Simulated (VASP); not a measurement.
# BeCd2Se3 (P-4m2) in VASP: notebook, part 2 of 3

VASP 6.6.1.

### 3 Single point, PBE

This run uses another cell than the first one, of 26.35 Å³/atom.

Contents of INCAR:

```
SYSTEM = BeCd2Se3
PREC = Accurate
ENCUT = 520
EDIFF = 1E-7
ISMEAR = 0
SIGMA = 0.1
LREAL = .False.
LASPH = .True.
NELM = 80
ALGO = Normal
ISIF = 2
LWAVE = .False.
LCHARG = .False.
GGA = PE
NBANDS = 31
```

Contents of KPOINTS:

```
Automatic mesh
0
Gamma
  4 4 2
  0 0 0
```

Contents of POSCAR:

```
BeCd2Se3
1.0
    3.7087258783      0.0000000000      0.0000000000
    0.0000000000      3.7087258783      0.0000000000
    0.0000000000      0.0000000000     11.4943167251
Be Cd Se
1 2 3
Direct
    0.0000000000      0.0000000000      0.0000000000
    0.5000000000      0.0000000000      0.4073554824
    0.0000000000      0.5000000000      0.5926445176
    0.5000000000      0.0000000000      0.6565040618
    0.0000000000      0.5000000000      0.3434959382
    0.5000000000      0.5000000000      0.0000000000
```

Potentials or basis: VASP PAW PBE potentials, release 64 (Be, Cd, Se).

Started as:

```console
cat potpaw_PBE.64/Be/POTCAR potpaw_PBE.64/Cd/POTCAR potpaw_PBE.64/Se/POTCAR > POTCAR
mpirun -np 1 vasp_std > vasp.out
```

Run time: 65 s. Hardware: 1 thread of Intel Xeon Platinum 8259CL at 2.50GHz (Skylake/Cascade Lake), shared host; peak memory 0.27 GiB.

It converged, with:

```
Free energy            : -16.0274 eV
Pressure               : 0.3 GPa
Largest force          : 0.050 eV/Å
Band gap on the k mesh : zero (bands 22 and 23 overlap by 0.30 eV)
```

Forces on the atoms (eV/Å):
```
Be   0.000  0.000  0.000
Cd   0.000  0.000 -0.010
Cd   0.000  0.000  0.010
Se   0.000  0.000  0.050
Se   0.000  0.000 -0.050
Se   0.000  0.000  0.000
```

Levels at points of the mesh, in eV from the Fermi level:
```
           k point  band 18  band 19  band 20  band 21  band 22  band 23  band 24  band 25  band 26  band 27
(0.00, 0.00, 0.00)    -1.27    -1.27    -1.16    -1.16    -1.00     0.29     0.59     1.08     4.43     4.70
(0.50, 0.00, 0.00)    -2.39    -0.94    -0.09    -0.06    -0.01     1.73     2.74     3.26     3.46     3.65
(0.50, 0.50, 0.00)    -3.41    -3.40    -2.35    -2.35    -0.52    -0.29     0.07     0.07     3.48     4.23
(0.00, 0.00, 0.50)    -1.56    -1.30    -1.30    -1.14    -1.14     0.54     0.68     1.00     4.42     4.92
(0.50, 0.00, 0.50)    -2.44    -0.80    -0.09    -0.06    -0.01     2.25     2.51     2.55     3.50     3.65
(0.50, 0.50, 0.50)    -3.41    -3.39    -2.34    -2.34    -0.51    -0.31     0.04     0.04     3.27     4.36
```

Caveat: the k points lie up to 0.42 Å⁻¹ apart; semilocal functionals underestimate gaps, so a narrow gap can read as zero.

### 4 Single point, PBE

This run uses another cell than the first one, of 26.35 Å³/atom.

Contents of INCAR:

```
ALGO = Normal
EDIFF = 1E-6
ENCUT = 520
GGA = PE
ISIF = 2
ISMEAR = 0
LASPH = T
LCHARG = F
LREAL = F
LWAVE = F
NBANDS = 31
NELM = 60
PREC = Accurate
SIGMA = 0.1
```

Contents of KPOINTS:

```
k-points
0
Gamma
  6 6 2
```

POSCAR is that of step 3.

Started as:

```console
cat potpaw_PBE.64/Be/POTCAR potpaw_PBE.64/Cd/POTCAR potpaw_PBE.64/Se/POTCAR > POTCAR
mpirun -np 1 vasp_std > vasp.out
```

Wall time 86 s (1 thread of Intel Xeon Platinum 8259CL at 2.50GHz (Skylake/Cascade Lake), shared host); peak memory 0.3 GiB.

It converged, with:

```
Free energy            : -16.1927 eV
Pressure               : 0.2 GPa
Largest force          : 0.020 eV/Å
Band gap on the k mesh : zero (bands 22 and 23 overlap by 0.35 eV)
```

Forces on the atoms (eV/Å):
```
Be   0.000  0.000  0.000
Cd   0.000  0.000 -0.008
Cd   0.000  0.000  0.008
Se   0.000  0.000  0.020
Se   0.000  0.000 -0.020
Se   0.000  0.000  0.000
```

Stress tensor (GPa, compression positive):
```
0.13 0.00 0.00
0.00 0.13 0.00
0.00 0.00 0.30
```

Levels at points of the mesh, in eV from the Fermi level:
```tsv
k point	band 19	band 20	band 21	band 22	band 23	band 24	band 25	band 26
(0.00, 0.00, 0.00)	-1.35	-1.14	-1.14	-1.00	0.23	0.61	1.05	4.44
(0.50, 0.00, 0.00)	-0.99	-0.14	-0.05	-0.02	1.68	2.75	3.24	3.36
(0.50, 0.50, 0.00)	-3.38	-2.33	-2.33	-0.62	-0.35	0.09	0.09	3.40
(0.00, 0.00, 0.50)	-1.37	-1.37	-1.13	-1.13	0.51	0.65	1.02	4.40
(0.50, 0.00, 0.50)	-0.85	-0.14	-0.05	-0.02	2.17	2.52	2.56	3.40
(0.50, 0.50, 0.50)	-3.37	-2.32	-2.32	-0.61	-0.37	0.06	0.06	3.20
```

Caveat: semilocal functionals underestimate gaps, so a narrow gap can read as zero.

### 5 Relaxation of cell and atoms, PBE

Contents of INCAR:

```
ALGO     = Normal         # electronic algorithm
EDIFF    = 1E-7           # SCF threshold, eV
EDIFFG   = -0.04          # ionic threshold
ENCUT    = 600            # plane-wave cutoff, eV
GGA      = PE             # functional
IBRION   = 2              # ionic algorithm
ISIF     = 3              # what is computed and relaxed
ISMEAR   = 0              # smearing method
LASPH    = True           # aspherical terms in the spheres
LCHARG   = False          # write CHGCAR
LREAL    = False          # projectors in reciprocal space
LWAVE    = False          # write WAVECAR
NELM     = 80             # most SCF steps
NSW      = 90             # ionic steps
PREC     = Accurate       # precision mode
SIGMA    = 0.1            # smearing width, eV
```

Contents of KPOINTS:

```
k-points
0
Gamma
  4 4 2
```

Contents of POSCAR:

```
BeCd2Se3
1.0
    3.8874966100      0.0000000000      0.0000000000
    0.0000000000      3.8874966100      0.0000000000
    0.0000000000      0.0000000000      8.4467669900
Be Cd Se
1 2 3
Direct
    0.0000000000      0.0000000000      0.0000000000
    0.5000000000      0.0000000000      0.2626059900
    0.0000000000      0.5000000000      0.7373940100
    0.5000000000      0.0000000000      0.6250519800
    0.0000000000      0.5000000000      0.3749480200
    0.5000000000      0.5000000000      0.0000000000
```

Potentials or basis: VASP PAW PBE potentials, release 64 (Be, Cd, Se).

Started as:

```console
cat potpaw_PBE.64/Be/POTCAR potpaw_PBE.64/Cd/POTCAR potpaw_PBE.64/Se/POTCAR > POTCAR
mpirun -np 1 vasp_std > vasp.out
```

OUTCAR:

```text
EDIFF = 1E-7
   EDIFFG = -0.04
   ENCUT = 600
   GGA = PE
   IBRION = 2
   ISIF = 3
   ISMEAR = 0
   LASPH = True
   LREAL = False
   NELM = 80
   NSW = 90
   PREC = Accurate

 ion  position               nearest neighbor table
   1  0.000  0.000  0.000-   2 2.95   3 2.95   3 2.95   2 2.95
   2  0.500  0.000  0.263-   5 2.91   5 2.91   5 2.91   5 2.91   6 2.95   1 2.95   6 2.95   1 2.95
                             4 3.06
   3  0.000  0.500  0.737-   4 2.91   4 2.91   4 2.91   4 2.91   1 2.95   6 2.95   6 2.95   1 2.95
                             5 3.06
   4  0.500  0.000  0.625-   3 2.91   3 2.91   3 2.91   3 2.91   2 3.06
   5  0.000  0.500  0.375-   2 2.91   2 2.91   2 2.91   2 2.91   3 3.06
   6  0.500  0.500  0.000-   2 2.95   3 2.95   2 2.95   3 2.95

  LATTYP: Found a simple tetragonal cell.
 ALAT       =     3.8874966100
 C/A-ratio  =     2.1728036928

  Lattice vectors:

 A1 = (   3.8874966100,   0.0000000000,   0.0000000000)
 A2 = (   0.0000000000,   3.8874966100,   0.0000000000)
 A3 = (   0.0000000000,   0.0000000000,   8.4467669900)

Analysis of symmetry for initial positions (statically):
=====================================================================
 Subroutine PRICEL returns:
 Original cell was already a primitive cell.

 Routine SETGRP: Setting up the symmetry group for a
 simple tetragonal supercell.

 Subroutine GETGRP returns: Found  8 space group operations
 (whereof  8 operations were pure point group operations)
 out of a pool of 16 trial point group operations.

The static configuration has the point symmetry D_2d.

Analysis of symmetry for dynamics (positions and initial velocities):
=====================================================================
 Subroutine PRICEL returns:
 Original cell was already a primitive cell.

 Routine SETGRP: Setting up the symmetry group for a
 simple tetragonal supercell.

 Subroutine GETGRP returns: Found  8 space group operations
 (whereof  8 operations were pure point group operations)
 out of a pool of 16 trial point group operations.

The dynamic configuration has the point symmetry D_2d.

 Subroutine INISYM returns: Found  8 space group operations
 (whereof  8 operations are pure point group operations),
 and found     1 'primitive' translations

[... 134 lines left out ...]
  ---------------------------------------------------
  ext. energy  EPLUGINS =         0.00000000
  ---------------------------------------------------
  free energy    TOTEN  =       -14.79155204 eV

  energy without entropy =      -14.76521431  energy(sigma->0) =      -14.77838317

------------------------ aborting loop because EDIFF is reached ----------------------------------------

  FORCE on cell =-STRESS in cart. coord.  units (eV):
  Direction    XX          YY          ZZ          XY          YZ          ZX
  --------------------------------------------------------------------------------------
  -------------------------------------------------------------------------------------
  Total       -2.2471408     -2.2471408      2.0615160      0.0000000      0.0000000      0.0000000
  in kB      -28.2039742    -28.2039742     25.8741884      0.0000000      0.0000000      0.0000000
  external PRESSURE =     -10.1779200 kB  Pullay stress =       0.0000000 kB
[... 101 lines left out ...]
  FREE ENERGIE OF THE ION-ELECTRON SYSTEM (eV)
  ---------------------------------------------------
  free  energy   TOTEN  =       -15.1432720762 eV

  energy  without entropy=      -15.1157776559  energy(sigma->0) =      -15.12952487

 E-fermi :   3.7968     XC(G=0): -10.1091

 val. band max:        3.5905024777   @ k =   0.0000   0.0000   0.0000
 cond. band min:       3.8752859762   @ k =   0.5000   0.2500   0.5000
 fundamental gap:      0.2847834984
 Fermi energy:         3.7968460372

 k-point     1 :       0.0000    0.0000    0.0000
  band No.  band energies     occupation
      1     -10.5232      2.00000
      2     -10.0519      2.00000
      3      -9.8504      2.00000
      4      -5.2660      2.00000
      5      -5.2613      2.00000
      6      -5.0714      2.00000
[... 337 lines left out ...]
     25       3.4934      1.99998
     26       5.7257      0.00000

[... ionic steps 4 to 16 ...]

--------------------------------------- Ionic step       17  -------------------------------------------

 number of electron      44.0000005 magnetization

------------------------ aborting loop because EDIFF is reached ----------------------------------------
[... 75 lines left out ...]
--------------------------------------- Ionic step       19  -------------------------------------------

 number of electron      44.0000003 magnetization

 Free energy of the ion-electron system (eV)
  ---------------------------------------------------
  ext. energy  EPLUGINS =         0.00000000
  ---------------------------------------------------
  free energy    TOTEN  =       -15.71048466 eV

  energy without entropy =      -15.70584117  energy(sigma->0) =      -15.70816292

 E-fermi :   2.3378     XC(G=0):  -9.1478

 val. band max:        2.3048728304   @ k =   0.0000   0.0000   0.5000
 cond. band min:       2.4533602602   @ k =   0.5000   0.0000   0.0000
 fundamental gap:      0.1484874297
 Fermi energy:         2.3377763852

 k-point     1 :       0.0000    0.0000    0.0000
  band No.  band energies     occupation
      1     -11.3161      2.00000
      2     -11.0948      2.00000
      3     -10.9367      2.00000
      4      -6.5465      2.00000
      5      -6.5443      2.00000
      6      -6.3190      2.00000
[... 370 lines left out ...]
  FREE ENERGIE OF THE ION-ELECTRON SYSTEM (eV)
  ---------------------------------------------------
  free  energy   TOTEN  =       -15.7104846623 eV

  energy  without entropy=      -15.7058411723  energy(sigma->0) =      -15.70816292

 reached required accuracy - stopping structural energy minimisation
```

It took 10 min on 1 thread of Intel Xeon Platinum 8259CL at 2.50GHz (Skylake/Cascade Lake), shared host; peak memory 0.29 GiB.

What came out:

* Free energy: -15.7105 eV
* Relaxed volume: 24.92 Å³/atom
* Relaxed cell: a = 3.677 Å, b = 3.677 Å, c = 11.060 Å, α = 90.00°, β = 90.00°, γ = 90.00°
* Space group after relaxing (to 0.1 Å): P-4m2 (No. 115)
* Energy gained by relaxing: 153.2 meV/atom
* Ionic steps: 19
* Pressure after relaxing: 0.0 GPa
* Largest force after relaxing: 0.010 eV/Å
* Band gap on the k mesh: zero (bands 22 and 23 overlap by 1.41 eV)

Forces in eV/Å, atoms in the order of the input:
```
Be   0.000  0.000  0.000
Cd   0.000  0.000 -0.008
Cd   0.000  0.000  0.008
Se   0.000  0.000  0.010
Se   0.000  0.000 -0.010
Se   0.000  0.000  0.000
```

The path:
| step | energy change (eV) | largest force (eV/Å) | pressure (GPa) | volume (Å³) |
| --- | --- | --- | --- | --- |
| 1 | 0.0000 | 0.7874 | -1.02 | 127.65 |
| 2 | -0.1689 | 0.6227 | 0.51 | 125.12 |
| 3 | -0.3517 | 0.2142 | 6.03 | 118.62 |
| 4 | -0.4169 | 0.2089 | 5.90 | 119.44 |
| 5 | -0.5535 | 0.1461 | 6.12 | 121.77 |
| 6 | -0.4950 | 0.4986 | 8.54 | 125.97 |
| 7 | -0.5765 | 0.3558 | 7.05 | 123.84 |
| 8 | -0.7501 | 0.2050 | 3.89 | 129.50 |
| 9 | -0.8618 | 0.1713 | 0.69 | 137.99 |
| 10 | -0.8705 | 0.2294 | -0.23 | 140.99 |
| 11 | -0.8706 | 0.2353 | -0.34 | 141.35 |
| 12 | -0.8783 | 0.2245 | -0.30 | 141.93 |
| 13 | -0.8975 | 0.1804 | -0.15 | 143.65 |
| 14 | -0.9146 | 0.0753 | 0.27 | 147.03 |
| 15 | -0.9147 | 0.0653 | 0.32 | 147.38 |
| 16 | -0.9167 | 0.0726 | -0.18 | 149.34 |
| 17 | -0.9167 | 0.0716 | -0.13 | 149.13 |
| 18 | -0.9176 | 0.0557 | -0.09 | 149.23 |
| 19 | -0.9189 | 0.0101 | 0.02 | 149.52 |

Final structure:
```
Be Cd Se
1.0
     3.67678    0.00000    0.00000
     0.00000    3.67678    0.00000
     0.00000    0.00000   11.06046
Be Cd Se
1 2 3
Direct
  0.00000 0.00000 0.00000
  0.50000 0.00000 0.29751
  0.00000 0.50000 0.70249
  0.50000 0.00000 0.64793
  0.00000 0.50000 0.35207
  0.50000 0.50000 0.00000
```

Caveat: the k points lie up to 0.43 Å⁻¹ apart in the final cell, too coarse for converged energies and pressures of a metal; the volume moved by over 15 % at a fixed basis, so the end points are rough.

(Continued in part 3 of 3.)
